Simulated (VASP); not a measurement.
# Cu (P6_3/mmc) in VASP: relaxation of shape and atoms at fixed volume with r2SCAN

Aim: the relaxation of shape and atoms at fixed volume of Cu with r2SCAN.

All numbers are computed with VASP 6.6.1; they aren't measurements. Logs are shortened: lines on timing, memory, paths and dates and some standing lists are left out, and cuts for length are marked.

## (1) The cell of the first run

Symmetry: P6_3/mmc, No. 194, hexagonal system. The conventional cell has a = 2.576 Å, b = 2.576 Å, c = 4.168 Å, α = 90.00°, β = 90.00°, γ = 120.00°. Cu (site symmetry -6m2) has 12 Cu at 2.56 to 2.58 Å within 3.4 Å.

## (2) Relaxation of shape and atoms at fixed volume, r2SCAN

POSCAR

```
Cu
1.0
    2.5762479879      0.0000000000      0.0000000000
   -1.2881239940      2.2310962040      0.0000000000
    0.0000000000      0.0000000000      4.1676247930
Cu
2
Direct
    0.3333333333      0.6666666667      0.7500000000
    0.6666666667      0.3333333333      0.2500000000
```

INCAR.step1

```
SYSTEM = Cu
  PREC = Accurate
  ENCUT = 600
  ISMEAR = 0
  SIGMA = 0.05
  LREAL = .False.
  LASPH = .True.
  NELM = 100
  GGA = PE
  ALGO = Normal
  EDIFF = 1E-4
  LWAVE = .True.
  LCHARG = .False.
```

INCAR.step2

```
SYSTEM = Cu
  PREC = Accurate
  ENCUT = 600
  EDIFF = 1E-6
  ISMEAR = 0
  SIGMA = 0.05
  LREAL = .False.
  LASPH = .True.
  NELM = 100
  ALGO = Normal
  ISIF = 4
  LWAVE = .False.
  LCHARG = .False.
  METAGGA = R2SCAN
  LMIXTAU = .True.
  IBRION = 2
  NSW = 60
  EDIFFG = -0.02
  ISTART = 1
```

KPOINTS

```
Automatic mesh
0
Gamma
  18 18 10
  0 0 0
```

Potentials or basis: VASP PAW PBE potentials, release 64 (Cu).

The run is started by

```console
$ cat potpaw_PBE.64/Cu/POTCAR > POTCAR
$ cp INCAR.step1 INCAR
$ mpirun -np 1 vasp_std > vasp.out
$ cp INCAR.step2 INCAR
$ mpirun -np 1 vasp_std > vasp.out
```

OUTCAR:

```text
SYSTEM = Cu
   PREC = Accurate
   ENCUT = 600
   EDIFF = 1E-6
   ISMEAR = 0
   LREAL = .False.
   LASPH = .True.
   NELM = 100
   ISIF = 4
   METAGGA = R2SCAN
   IBRION = 2
   NSW = 60
   EDIFFG = -0.02
   ISTART = 1

 ion  position               nearest neighbor table
   1  0.333  0.667  0.750-   2 2.56   2 2.56   2 2.56   2 2.56   2 2.56   2 2.56
   2  0.667  0.333  0.250-   1 2.56   1 2.56   1 2.56   1 2.56   1 2.56   1 2.56

  LATTYP: Found a hexagonal cell.
 ALAT       =     2.5762479879
 C/A-ratio  =     1.6177110327

  Lattice vectors:

 A1 = (   2.5762479879,   0.0000000000,   0.0000000000)
 A2 = (  -1.2881239940,   2.2310962040,   0.0000000000)
 A3 = (   0.0000000000,   0.0000000000,   4.1676247930)

Analysis of symmetry for initial positions (statically):
=====================================================================
 Subroutine PRICEL returns:
 Original cell was already a primitive cell.

 Routine SETGRP: Setting up the symmetry group for a
 hexagonal supercell.

 Subroutine GETGRP returns: Found 24 space group operations
 (whereof 12 operations were pure point group operations)
 out of a pool of 24 trial point group operations.

The static configuration has the point symmetry D_3d.
 The point group associated with its full space group is D_6h.

Analysis of symmetry for dynamics (positions and initial velocities):
=====================================================================
 Subroutine PRICEL returns:
 Original cell was already a primitive cell.

 Routine SETGRP: Setting up the symmetry group for a
 hexagonal supercell.

 Subroutine GETGRP returns: Found 24 space group operations
 (whereof 12 operations were pure point group operations)
 out of a pool of 24 trial point group operations.

The dynamic configuration has the point symmetry D_3d.
 The point group associated with its full space group is D_6h.

 Subroutine INISYM returns: Found 24 space group operations
 (whereof 12 operations are pure point group operations),
 and found     1 'primitive' translations

----------------------------------------------------------------------------------------

                                     Primitive cell

  volume of cell :      23.9549

  direct lattice vectors                    reciprocal lattice vectors
     2.576247988  0.000000000  0.000000000     0.388161390  0.224105083  0.000000000
    -1.288123994  2.231096204  0.000000000     0.000000000  0.448210166  0.000000000
     0.000000000  0.000000000  4.167624793     0.000000000  0.000000000  0.239944825

  length of vectors
[... 106 lines left out ...]
   LORBIT       =      0    0 simple, 1 ext, 2 COOP (PROOUT), +10 PAW based schemes
   METAGGA = R2SCAN    functional components
   LHFCALC =     F    Hartree Fock is set to
   AEXX    =    0.0000 exact exchange contribution
   IVDW    =     0    specifies the selected vdW correction
   LEPSILON=     F    determine dielectric tensor
   LRPA    =     F    only Hartree local field effects (RPA)
 conjugate gradient relaxation of ions
 non-spin polarized calculation
 Gauss-broadening in eV      SIGMA  =   0.05
  energy-cutoff  :      600.00
  volume of cell :       23.95
 maximum number of plane-waves:       814
 NGX is ok and might be reduce to    24
   NGX = 11   NGY = 11   NGZ = 17

--------------------------------------- Ionic step        1  -------------------------------------------

 number of electron      22.0000020 magnetization

 Free energy of the ion-electron system (eV)
  ---------------------------------------------------
  ext. energy  EPLUGINS =         0.00000000
  ---------------------------------------------------
  free energy    TOTEN  =       -21.61333342 eV

  energy without entropy =      -21.61195857  energy(sigma->0) =      -21.61264599

------------------------ aborting loop because EDIFF is reached ----------------------------------------

  FORCE on cell =-STRESS in cart. coord.  units (eV):
  Direction    XX          YY          ZZ          XY          YZ          ZX
  --------------------------------------------------------------------------------------
  -------------------------------------------------------------------------------------
  Total       -0.9389645     -0.9389645     -0.7534362      0.0000000      0.0000000      0.0000000
  in kB      -62.8008023    -62.8008023    -50.3921063      0.0000000      0.0000000      0.0000000
  external PRESSURE =     -58.6645703 kB  Pullay stress =       0.0000000 kB
[... 59 lines left out ...]
--------------------------------------- Ionic step        3  -------------------------------------------

 number of electron      22.0000018 magnetization

 Free energy of the ion-electron system (eV)
  ---------------------------------------------------
  ext. energy  EPLUGINS =         0.00000000
  ---------------------------------------------------
  free energy    TOTEN  =       -21.61374207 eV

  energy without entropy =      -21.61240154  energy(sigma->0) =      -21.61307180

 E-fermi :   7.1579     XC(G=0): -13.6488

 val. band max:        7.1510960299   @ k =   0.2222   0.2222   0.5000
 cond. band min:       7.1796376340   @ k =   0.5000  -0.0000   0.1000
 fundamental gap:      0.0285416041
 Fermi energy:         7.1578671535

 k-point     1 :       0.0000    0.0000    0.0000
  band No.  band energies     occupation
      1      -2.3301      2.00000
      2       2.0714      2.00000
      3       4.1310      2.00000
      4       4.1886      2.00000
      5       4.1886      2.00000
      6       4.3945      2.00000
      7       4.3945      2.00000
      8       4.6683      2.00000
      9       4.6683      2.00000
     10       5.4065      2.00000
     11       5.4065      2.00000
     12       6.2278      2.00000
     13      11.1242      0.00000
     14      29.2612      0.00000
[... 401 lines left out ...]
      2       2.7567      2.00000
      3       2.8791      2.00000
      4       3.8327      2.00000
      5       4.0488      2.00000
      6       4.2079      2.00000
      7       4.4349      2.00000
      8       5.3914      2.00000
      9       5.4967      2.00000
     10       5.5126      2.00000
     11       6.9355      2.00000
     12      10.1349      0.00000
     13      14.8906      0.00000
     14      15.4058      0.00000
     15      18.1723      0.00000

 [... further k-points ...]

------------------------ aborting loop because EDIFF is reached ----------------------------------------

  FORCE on cell =-STRESS in cart. coord.  units (eV):
  Direction    XX          YY          ZZ          XY          YZ          ZX
  --------------------------------------------------------------------------------------
  -------------------------------------------------------------------------------------
  Total       -0.8500823     -0.8500823     -0.9017873      0.0000000     -0.0000000      0.0000000
  in kB      -56.8560907    -56.8560907    -60.3142777      0.0000000     -0.0000000      0.0000000
  external PRESSURE =     -58.0088197 kB  Pullay stress =       0.0000000 kB
[... 17 lines left out ...]
  FREE ENERGIE OF THE ION-ELECTRON SYSTEM (eV)
  ---------------------------------------------------
  free  energy   TOTEN  =       -21.6137420665 eV

  energy  without entropy=      -21.6124015372  energy(sigma->0) =      -21.61307180

 reached required accuracy - stopping structural energy minimisation
```

OUTCAR.step1:

```text
SYSTEM = Cu
   PREC = Accurate
   ENCUT = 600
   ISMEAR = 0
   LREAL = .False.
   LASPH = .True.
[... 657 lines left out ...]
     -0.00000      1.48740      3.12572         0.000000     -0.000000      0.000000
      1.28812      0.74370      1.04191        -0.000000      0.000000      0.000000
 -----------------------------------------------------------------------------------
    total drift:                               -0.000000      0.000000     -0.000000

  FREE ENERGIE OF THE ION-ELECTRON SYSTEM (eV)
  ---------------------------------------------------
  free  energy   TOTEN  =        -7.4349157074 eV

  energy  without entropy=       -7.4335483465  energy(sigma->0) =       -7.43423203
```

OSZICAR.step1:

```text
N       E                     dE             d eps       ncg     rms          rms(c)
DAV:   1     0.127101693096E+03    0.12710E+03   -0.11892E+04  6932   0.292E+03
DAV:   2    -0.456490971862E+01   -0.13167E+03   -0.12721E+03  6674   0.333E+02
DAV:   3    -0.919822846050E+01   -0.46333E+01   -0.44805E+01  8211   0.967E+01
DAV:   4    -0.923162269006E+01   -0.33394E-01   -0.33386E-01  8182   0.812E+00
DAV:   5    -0.923203908582E+01   -0.41640E-03   -0.41639E-03  8907   0.758E-01    0.108E+01
DAV:   6    -0.821187896381E+01    0.10202E+01   -0.15777E+01  6919   0.118E+02    0.570E+00
DAV:   7    -0.745759938174E+01    0.75428E+00   -0.29725E+00  7039   0.486E+01    0.730E-01
DAV:   8    -0.743941747383E+01    0.18182E-01   -0.21101E-02  9498   0.240E+00    0.507E-01
DAV:   9    -0.743489857739E+01    0.45189E-02   -0.11764E-02  7973   0.315E+00    0.384E-02
DAV:  10    -0.743491570741E+01   -0.17130E-04   -0.18602E-04  6377   0.241E-01
   1 F= -.74349157E+01 E0= -.74342320E+01  d E =-.136736E-02
```

It took 4.6 min on 1 thread of Intel Xeon 6975P-C (Granite Rapids), shared host; peak memory 0.22 GiB.

Results:

* Free energy: -21.6137 eV
* Energy gained by relaxing: 0.2 meV/atom
* Ionic steps: 3
* Pressure after relaxing: -5.8 GPa
* Band gap on the k mesh: zero (band 11 reaches 11.40 eV, above the bottom of band 12 at 5.19 eV)

Step by step:
```csv
step,energy change (eV),largest force (eV/Å),pressure (GPa),volume (Å³)
1,0.0000,0.0000,-5.87,23.95
2,-0.0004,0.0000,-5.91,23.95
3,-0.0004,0.0000,-5.80,23.95
```

Final structure:
```xyz
2
Lattice="2.5682 0.0000 0.0000 -1.2841 2.2241 0.0000 0.0000 0.0000 4.1939" Properties=species:S:1:pos:R:3 pbc="T T T"
Cu    0.0000    1.4827    3.1454
Cu    1.2841    0.7414    1.0485
```

Levels at points of the mesh, in eV from the Fermi level:
| k point | band 7 | band 8 | band 9 | band 10 | band 11 | band 12 | band 13 | band 14 | band 15 |
| --- | --- | --- | --- | --- | --- | --- | --- | --- | --- |
| (0.00, 0.00, 0.00) | -2.76 | -2.49 | -2.49 | -1.75 | -1.75 | -0.93 | 3.97 | 22.10 | 22.61 |
| (0.50, 0.00, 0.00) | -2.72 | -1.65 | -1.62 | -1.55 | 0.05 | 1.68 | 8.11 | 8.56 | 10.99 |
| (0.00, 0.00, 0.50) | -3.01 | -3.01 | -1.97 | -1.97 | -1.97 | -1.97 | 12.93 | 12.93 | 22.83 |
| (0.50, 0.00, 0.50) | -1.90 | -1.90 | -1.59 | -1.59 | 0.60 | 0.60 | 5.08 | 5.08 | 16.80 |

Caveat: the PAW data sets were made with another functional, which shifts forces and pressure a little.
